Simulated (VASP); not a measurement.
# CO2 (I-42d) in VASP: further runs

Runs on CO2. Level: PBEsol. Tasks: single point.

All numbers are computed with VASP 6.6.1; they aren't measurements. Logs are shortened: lines on timing, memory, paths and dates and some standing lists are left out, and cuts for length are marked.

## 1. The cell of the first run

It takes space group I-42d (No. 122, tetragonal). The conventional cell has a = 3.976 Å, b = 3.976 Å, c = 6.068 Å, α = 90.00°, β = 90.00°, γ = 90.00°. C (site symmetry -4) has 4 O at 1.41 Å within 1.9 Å. Within 1.9 Å of O (site symmetry 2) lie 2 C at 1.41 Å.

## 2. Single point, PBEsol

File INCAR:

```
PREC = Accurate
ENCUT = 520
EDIFF = 1E-6
ISMEAR = 1
SIGMA = 0.02
LREAL = F
LASPH = T
NELM = 80
ALGO = Normal
ISIF = 2
LWAVE = F
LCHARG = T
GGA = PS
LELF = T
LVHAR = T
NBANDS = 25
```

File KPOINTS:

```
regular mesh
0
Gamma
  7 7 7
```

File POSCAR:

```
CO2
1.0
   -1.9878080632      1.9878080632      3.0340212440
    1.9878080632     -1.9878080632      3.0340212440
    1.9878080632      1.9878080632     -3.0340212440
C O
2 4
Direct
    0.7500000000      0.2500000000      0.5000000000
    0.0000000000      0.0000000000      0.0000000000
    0.7098000000      0.1250000000      0.0848000000
    0.0402000000      0.6250000000      0.9152000000
    0.3750000000      0.2902000000      0.4152000000
    0.8750000000      0.9598000000      0.5848000000
```

Potentials or basis: VASP PAW PBE potentials, release 64 (C, O).

Run with:

```console
$ cat potpaw_PBE.64/C/POTCAR potpaw_PBE.64/O/POTCAR > POTCAR
$ mpirun -np 1 vasp_std > vasp.out
```

OUTCAR:

```text
PREC = Accurate
   ENCUT = 520
   EDIFF = 1E-6
   ISMEAR = 1
   LREAL = F
   LASPH = T
   NELM = 80
   ISIF = 2
   GGA = PS

 ion  position               nearest neighbor table
   1  0.750  0.250  0.500-   3 1.41   4 1.41   5 1.41   6 1.41
   2  0.000  0.000  0.000-   3 1.41   4 1.41   5 1.41   6 1.41
   3  0.710  0.125  0.085-   1 1.41   2 1.41
   4  0.040  0.625  0.915-   1 1.41   2 1.41
   5  0.375  0.290  0.415-   1 1.41   2 1.41
   6  0.875  0.960  0.585-   1 1.41   2 1.41

  LATTYP: Found a body centered tetragonal cell.
 ALAT       =     3.9756161264
 C/A-ratio  =     1.5263149899

  Lattice vectors:

 A1 = (  -1.9878080632,   1.9878080632,   3.0340212440)
 A2 = (   1.9878080632,  -1.9878080632,   3.0340212440)
 A3 = (   1.9878080632,   1.9878080632,  -3.0340212440)

Analysis of symmetry for initial positions (statically):
=====================================================================
 Subroutine PRICEL returns:
 Original cell was already a primitive cell.

 Routine SETGRP: Setting up the symmetry group for a
 body centered tetragonal supercell.

 Subroutine GETGRP returns: Found  8 space group operations
 (whereof  4 operations were pure point group operations)
 out of a pool of 16 trial point group operations.

The static configuration has the point symmetry S_4 .
 The point group associated with its full space group is D_2d.

Analysis of symmetry for dynamics (positions and initial velocities):
=====================================================================
 Subroutine PRICEL returns:
 Original cell was already a primitive cell.

 Routine SETGRP: Setting up the symmetry group for a
 body centered tetragonal supercell.

 Subroutine GETGRP returns: Found  8 space group operations
 (whereof  4 operations were pure point group operations)
 out of a pool of 16 trial point group operations.

The dynamic configuration has the point symmetry S_4 .
 The point group associated with its full space group is D_2d.

 Subroutine INISYM returns: Found  8 space group operations
 (whereof  4 operations are pure point group operations),
 and found     1 'primitive' translations

----------------------------------------------------------------------------------------

                                     Primitive cell

  volume of cell :      47.9543

  direct lattice vectors                    reciprocal lattice vectors
    -1.987808063  1.987808063  3.034021244     0.000000000  0.251533339  0.164797791
     1.987808063 -1.987808063  3.034021244     0.251533339  0.000000000  0.164797791
     1.987808063  1.987808063 -3.034021244     0.251533339  0.251533339  0.000000000

  length of vectors
     4.136187460  4.136187460  4.136187460     0.300711378  0.300711378  0.355721860

  position of ions in fractional coordinates (direct lattice)
     0.750000000  0.250000000  0.500000000
     0.000000000  0.000000000  0.000000000
     0.709800000  0.125000000  0.084800000
     0.040200000  0.625000000  0.915200000
     0.375000000  0.290200000  0.415200000
     0.875000000  0.959800000  0.584800000

  ion indices of the primitive-cell ions
   primitive index   ion index
                 1           1
                 2           2
                 3           3
                 4           4
                 5           5
                 6           6

----------------------------------------------------------------------------------------

 KPOINTS: regular mesh

Automatic generation of k-mesh.
 Grid dimensions read from file:
 generate k-points for:    7    7    7

 Generating k-lattice:

  Cartesian coordinates                     Fractional coordinates (reciprocal lattice)
     0.000000000  0.035933334  0.023542542     0.142857143  0.000000000  0.000000000
     0.035933334  0.000000000  0.023542542     0.000000000  0.142857143  0.000000000
     0.035933334  0.035933334  0.000000000     0.000000000  0.000000000  0.142857143

  Length of vectors
     0.042958768  0.042958768  0.050817409

  Shift w.r.t. Gamma in fractional coordinates (k-lattice)
     0.000000000  0.000000000  0.000000000

 Subroutine IBZKPT returns following result:
 ===========================================

 Found     40 irreducible k-points:

 Following reciprocal coordinates:
            Coordinates               Weight
  0.000000  0.000000  0.000000      1.000000
  0.142857  0.000000 -0.000000      8.000000
  0.285714  0.000000  0.000000      8.000000
  0.428571 -0.000000  0.000000      8.000000
  0.142857  0.142857 -0.000000      8.000000
  0.285714  0.142857  0.000000     16.000000
[... 16 lines left out ...]
 -0.142857  0.285714  0.142857      8.000000
 -0.428571  0.428571  0.142857      8.000000
 [... further k-points ...]
   k-points           NKPTS =     40   k-points in BZ     NKDIM =     40   number of bands    NBANDS=     25
   number of dos      NEDOS =    301   number of ions     NIONS =      6
   total plane-waves  NPLWV =  32768
   dimension x,y,z NGX =    32 NGY =   32 NGZ =   32
   dimension x,y,z NGXF=    64 NGYF=   64 NGZF=   64
   ions per type =               2   4
   NGX,Y,Z   is equivalent  to a cutoff of  12.86, 12.86, 12.86 a.u.
   NGXF,Y,Z  is equivalent  to a cutoff of  25.72, 25.72, 25.72 a.u.
 SYSTEM =  unknown system
   PREC   = accura    normal or accurate (medium, high low for compatibility)
   ISTART =      0    job   : 0-new  1-cont  2-samecut
   ICHARG =      2    charge: 1-file 2-atom 10-const
   ISPIN  =      1    spin polarized calculation?
   LNONCOLLINEAR =      F non collinear calculations
   LSORBIT =      F    spin-orbit coupling
   LASPH  =      T    aspherical Exc in radial PAW
   ENCUT  =  520.0 eV  38.22 Ry    6.18 a.u.   7.69  7.69  7.69*2*pi/ulx,y,z
   NELM   =     80;   NELMIN=  2; NELMDL= -5     # of ELM steps
   EDIFF  = 0.1E-05   stopping-criterion for ELM
   LREAL  =      F    real-space projection
   EDIFFG = 0.1E-04   stopping-criterion for IOM
   NSW    =      0    number of steps for IOM
   IBRION =     -1    ionic relax: 0-MD 1-quasi-New 2-CG
   NFREE  =      0    steps in history (QN), initial steepest desc. (CG)
   ISIF   =      2    stress and relaxation
   ISYM   =      2    0-nonsym 1-usesym 2-fastsym
   POTIM  = 0.5000    time-step for ionic-motion
   TEBEG  =    0.0;   TEEND  =   0.0 temperature during run
   PSTRESS=    0.0 pullay stress
   NELECT =      32.0000    total number of electrons
   NUPDOWN=      -1.0000    fix difference up-down
   EMIN   =  10.00;   EMAX   =-10.00  energy-range for DOS
   EFERMI =   0.00;   METHOD = LEGACY
   ISMEAR =     1;   SIGMA  =   0.02  broadening in eV -4-tet -1-fermi 0-gaus
   EFERMI_NEDOS =   21; number of points for ismear=-14 and -15
   IALGO  =     38    algorithm
   IMIX   =      4    mixing-type and parameters
     AMIX     =   0.40;   BMIX     =  1.00
     AMIX_MAG =   1.60;   BMIX_MAG =  1.00
  volume/ion in A,a.u.               =       7.99        53.94
  Fermi-wavevector in a.u.,A,eV,Ry     =   1.430592  2.703426 27.845577  2.046592
  Thomas-Fermi vector in A             =   2.550420
   LORBIT       =      0    0 simple, 1 ext, 2 COOP (PROOUT), +10 PAW based schemes
   GGA     = PS    functional components
   LHFCALC =     F    Hartree Fock is set to
   AEXX    =    0.0000 exact exchange contribution
   IVDW    =     0    specifies the selected vdW correction
   LEPSILON=     F    determine dielectric tensor
   LRPA    =     F    only Hartree local field effects (RPA)
 non-spin polarized calculation
 Methfessel and Paxton  Order N= 1 SIGMA  =   0.02
  energy-cutoff  :      520.00
  volume of cell :       47.95
 maximum number of plane-waves:      1311
   NGX = 15   NGY = 15   NGZ = 15

 number of electron      32.0000001 magnetization

 Free energy of the ion-electron system (eV)
  ---------------------------------------------------
  ext. energy  EPLUGINS =         0.00000000
  ---------------------------------------------------
  free energy    TOTEN  =       -46.05436804 eV

  energy without entropy =      -46.05438205  energy(sigma->0) =      -46.05437271

 E-fermi :   1.8801     XC(G=0): -11.2310

 val. band max:        1.8632879110   @ k =  -0.4286   0.4286   0.4286
 cond. band min:       9.3141471382   @ k =   0.0000   0.0000   0.0000
 fundamental gap:      7.4508592272
 Fermi energy:         1.8800831352

 k-point     1 :       0.0000    0.0000    0.0000
  band No.  band energies     occupation
      1     -21.8513      2.00000
      2     -16.8630      2.00000
      3     -16.8630      2.00000
      4     -16.2623      2.00000
      5     -12.5629      2.00000
      6      -7.6283      2.00000
[... 17 lines left out ...]
     24      16.5107      0.00000
     25      16.5107      0.00000

 k-point     2 :       0.1429    0.0000   -0.0000
  band No.  band energies     occupation
      1     -21.7228      2.00000
      2     -17.1685      2.00000
      3     -16.8946      2.00000
      4     -16.4121      2.00000
      5     -12.1591      2.00000
      6      -7.6199      2.00000
[... 17 lines left out ...]
     24      16.4046      0.00000
     25      16.6384      0.00000

 k-point     3 :       0.2857    0.0000    0.0000
  band No.  band energies     occupation
      1     -21.3709      2.00000
      2     -17.9696      2.00000
      3     -16.9524      2.00000
      4     -16.5550      2.00000
      5     -11.4015      2.00000
      6      -7.6212      2.00000
[... 552 lines left out ...]
 k-point    23 :      -0.1429    0.2857    0.1429
  band No.  band energies     occupation
      1     -21.1100      2.00000
      2     -18.4175      2.00000
      3     -17.0229      2.00000
      4     -16.6144      2.00000
      5     -10.9636      2.00000
      6      -7.6983      2.00000
[... 17 lines left out ...]
     24      16.0380      0.00000
     25      16.4410      0.00000

 k-point    24 :      -0.4286    0.4286    0.1429
  band No.  band energies     occupation
      1     -20.3175      2.00000
      2     -19.4341      2.00000
      3     -17.0386      2.00000
      4     -16.9050      2.00000
      5      -9.7862      2.00000
      6      -8.8718      2.00000
[... 17 lines left out ...]
     24      16.2506      0.00000
     25      16.5245      0.00000

 [... further k-points ...]

------------------------ aborting loop because EDIFF is reached ----------------------------------------

  FORCE on cell =-STRESS in cart. coord.  units (eV):
  Direction    XX          YY          ZZ          XY          YZ          ZX
  --------------------------------------------------------------------------------------
  -------------------------------------------------------------------------------------
  Total       -2.7724936     -2.7724936     -3.1716940      0.0000000     -0.0000000      0.0000000
  in kB      -92.6304195    -92.6304195   -105.9679085      0.0000000     -0.0000000      0.0000000
  external PRESSURE =     -97.0762491 kB  Pullay stress =       0.0000000 kB

 VOLUME and BASIS-vectors are now :
 -----------------------------------------------------------------------------
  energy-cutoff  :      520.00
  volume of cell :       47.95
      direct lattice vectors                 reciprocal lattice vectors
    -1.987808063  1.987808063  3.034021244     0.000000000  0.251533339  0.164797791
     1.987808063 -1.987808063  3.034021244     0.251533339  0.000000000  0.164797791
     1.987808063  1.987808063 -3.034021244     0.251533339  0.251533339  0.000000000

 POSITION                                       TOTAL-FORCE (eV/Angst)
 -----------------------------------------------------------------------------------
      0.00000      1.98781      1.51701        -0.000000      0.000000      0.000000
      0.00000      0.00000      0.00000         0.000000      0.000000      0.000000
     -0.99390      1.33104      2.27552         0.000000      0.384221     -0.000000
      2.98171      0.65677     -0.75851         0.000000     -0.384221      0.000000
      0.65677      0.99390      0.75851        -0.384221      0.000000      0.000000
      1.33104      0.99390      3.79253         0.384221      0.000000     -0.000000
 -----------------------------------------------------------------------------------
    total drift:                                0.000002      0.000002      0.000003

  FREE ENERGIE OF THE ION-ELECTRON SYSTEM (eV)
  ---------------------------------------------------
  free  energy   TOTEN  =       -46.0543680415 eV

  energy  without entropy=      -46.0543820529  energy(sigma->0) =      -46.05437271
```

It took 37 s on 1 thread of AMD EPYC 9R45 (Zen 5), shared host; peak memory 0.15 GiB.

What came out:

| Property | Result |
| --- | --- |
| Free energy | -46.0544 eV |
| Pressure | -9.7 GPa |
| Largest force | 0.384 eV/Å |
| Band gap on the k mesh | 7.45 eV, indirect (least direct gap 7.90 eV) |

Forces on the atoms (eV/Å):
```
C    0.000  0.000  0.000
C    0.000  0.000  0.000
O    0.000  0.384  0.000
O    0.000 -0.384  0.000
O   -0.384  0.000  0.000
O    0.384  0.000  0.000
```

Levels at points of the mesh, in eV from the valence-band top:
```csv
k point,band 14,band 15,band 16,band 17,band 18,band 19
"(0.00, 0.00, 0.00)",-0.86,-0.86,-0.47,7.45,8.68,8.92
```

Caveat: the PAW data sets were made with another functional, which shifts forces and pressure a little. A k mesh can miss the band edges.

## 3. Single point, PBEsol

This run uses another cell than the first one, of 8.15 Å³/atom, 1.020 times its volume.

File INCAR:

```
ALGO = Normal
EDIFF = 1E-7
ENCUT = 520
GGA = PS
ISIF = 2
ISMEAR = 1
LASPH = True
LCHARG = True
LELF = True
LREAL = False
LVHAR = True
LWAVE = False
NBANDS = 25
NELM = 80
PREC = Accurate
SIGMA = 0.02
```

File KPOINTS:

```
k-points
0
Gamma
  7 7 7
```

Changes to POSCAR since step 2:

```diff
@@ -2,5 +2,5 @@
 1.0
-   -1.9878080632      1.9878080632      3.0340212440
-    1.9878080632     -1.9878080632      3.0340212440
-    1.9878080632      1.9878080632     -3.0340212440
+   -2.0007162695      2.0007162695      3.0537232327
+    2.0007162695     -2.0007162695      3.0537232327
+    2.0007162695      2.0007162695     -3.0537232327
 C O
```

Potentials or basis: VASP PAW PBE potentials, release 64 (C, O).

Run with:

```console
$ cat potpaw_PBE.64/C/POTCAR potpaw_PBE.64/O/POTCAR > POTCAR
$ mpirun -np 1 vasp_std > vasp.out
```

Wall time 38 s (1 thread of AMD EPYC 9R45 (Zen 5), shared host); peak memory 0.15 GiB.

Results (log left out):

* Free energy: -45.9869 eV
* Pressure: -14.0 GPa
* Largest force: 0.628 eV/Å
* Band gap on the k mesh: 7.36 eV, indirect (least direct gap 7.75 eV)

Forces on the atoms (eV/Å):
```
C    0.000  0.000  0.000
C    0.000  0.000  0.000
O    0.000  0.628  0.000
O    0.000 -0.628  0.000
O   -0.628  0.000  0.000
O    0.628  0.000  0.000
```

Stress tensor (GPa, compression positive):
```
-13.69   0.00   0.00
  0.00 -13.69   0.00
  0.00   0.00 -14.68
```

Levels at points of the mesh, in eV from the valence-band top:
```csv
k point,band 12,band 13,band 14,band 15,band 16,band 17,band 18,band 19,band 20,band 21
"(0.00, 0.00, 0.00)",-1.14,-1.14,-0.85,-0.85,-0.46,7.36,8.34,8.74,8.74,11.80
```

Caveat: the PAW data sets were made with another functional, which shifts forces and pressure a little. A k mesh can miss the band edges.

## 4. Single point, PBEsol

This run uses another cell than the first one, of 8.31 Å³/atom, 1.039 times its volume.

File INCAR:

```
PREC = Accurate ; ENCUT = 520
EDIFF = 1E-6 ; ISMEAR = 1
SIGMA = 0.02 ; LREAL = False
LASPH = True ; NELM = 100
ALGO = Normal ; ISIF = 2
LWAVE = False ; LCHARG = False
GGA = PS ; NBANDS = 25
```

File KPOINTS:

```
regular mesh
0
Gamma
  7 7 7
```

Changes to POSCAR since step 3:

```diff
@@ -2,5 +2,5 @@
 1.0
-   -2.0007162695      2.0007162695      3.0537232327
-    2.0007162695     -2.0007162695      3.0537232327
-    2.0007162695      2.0007162695     -3.0537232327
+   -2.0134600288      2.0134600288      3.0731742235
+    2.0134600288     -2.0134600288      3.0731742235
+    2.0134600288      2.0134600288     -3.0731742235
 C O
```

Run with:

```console
$ cat potpaw_PBE.64/C/POTCAR potpaw_PBE.64/O/POTCAR > POTCAR
$ mpirun -np 1 vasp_std > vasp.out
```

Run time: 34 s. Hardware: 1 thread of AMD EPYC 9R45 (Zen 5), shared host; peak memory 0.15 GiB.

Results (log left out):

```
Free energy            : -45.8956 eV
Pressure               : -17.9 GPa
Largest force          : 0.853 eV/Å
Band gap on the k mesh : 7.28 eV, indirect (least direct gap 7.60 eV)
```

Forces on the atoms (eV/Å):
```
C    0.000  0.000  0.000
C    0.000  0.000  0.000
O    0.000  0.853  0.000
O    0.000 -0.853  0.000
O   -0.853  0.000  0.000
O    0.853  0.000  0.000
```

Stress tensor (GPa, compression positive):
```
-17.64   0.00   0.00
  0.00 -17.64   0.00
  0.00   0.00 -18.32
```

Levels at points of the mesh, in eV from the valence-band top:
```csv
k point,band 12,band 13,band 14,band 15,band 16,band 17,band 18,band 19,band 20,band 21
"(0.00, 0.00, 0.00)",-1.12,-1.12,-0.84,-0.84,-0.46,7.28,8.02,8.56,8.56,11.61
```

Caveat: the PAW data sets were made with another functional, which shifts forces and pressure a little. A hybrid or GW would open this gap; PBEsol tends to underestimate it.

## 5. Summary

```csv
cell,gap on the mesh (eV),pressure (GPa),largest force (eV/Å)
"a = 4.136 Å, angles 122.6, 122.6, 85.6°, 6 atoms",7.45,-9.7,0.38
"a = 4.163 Å, angles 122.6, 122.6, 85.6°, 6 atoms",7.36,-14.0,0.63
"a = 4.190 Å, angles 122.6, 122.6, 85.6°, 6 atoms",7.28,-17.9,0.85
```

Alike in all rows: task single point; level PBEsol; potentials or basis VASP PAW PBE potentials, release 64 (C, O); no spin polarisation; k mesh 7 × 7 × 7; cutoff (eV) 520; smearing methfessel-paxton 0.02 eV.

Caveats: the PAW data sets were made with another functional, which shifts forces and pressure a little.

Absolute energies hang on the potentials; compare differences alone.
